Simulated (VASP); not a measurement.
**Zn: density of states with PBE**

Zn:

```xyz
3
Lattice="2.2682 -1.3085 0.0000 2.2682 1.3085 0.0000 -1.5917 0.0000 7.3004" Properties=species:S:1:pos:R:3 pbc="T T T"
Zn    0.0000    0.0000    0.0000
Zn   -0.0523    0.0000    4.8584
Zn    2.9969    0.0000    2.4420
```

* Program: VASP 6.6.1
* Task: density of states
* Functional: PBE
* Potentials or basis: VASP PAW PBE potentials, release 64 (Zn)
* Cutoff: 400 eV
* k mesh: 6 × 6 × 2
* Occupations: fermi-dirac, width 0.272114 eV
* Spin: no spin polarisation
* Dipole correction: no
* k mesh for the DOS: 9 × 9 × 3
* Occupations for the DOS: tetrahedron
* Further INCAR settings: ALGO = Normal; EDIFF = 1e-06; NBANDS = 25

```yaml
Valence_electrons_inside_the_program's_atomic_spheres: Zn 10.80, 10.81
```

Levels at points of the mesh, in eV from the Fermi level:
```csv
k point,band 15,band 16,band 17,band 18,band 19,band 20,band 21,band 22
"(0.00, 0.00, 0.00)",-7.18,-7.17,-6.99,-6.96,1.68,1.74,14.07,17.80
```

Wall time 90 s on 1 thread of Intel Xeon 8259CL, with other jobs on the host, peak memory 0.16 GiB.

Caveat: the k points lie up to 0.46 Å⁻¹ apart.
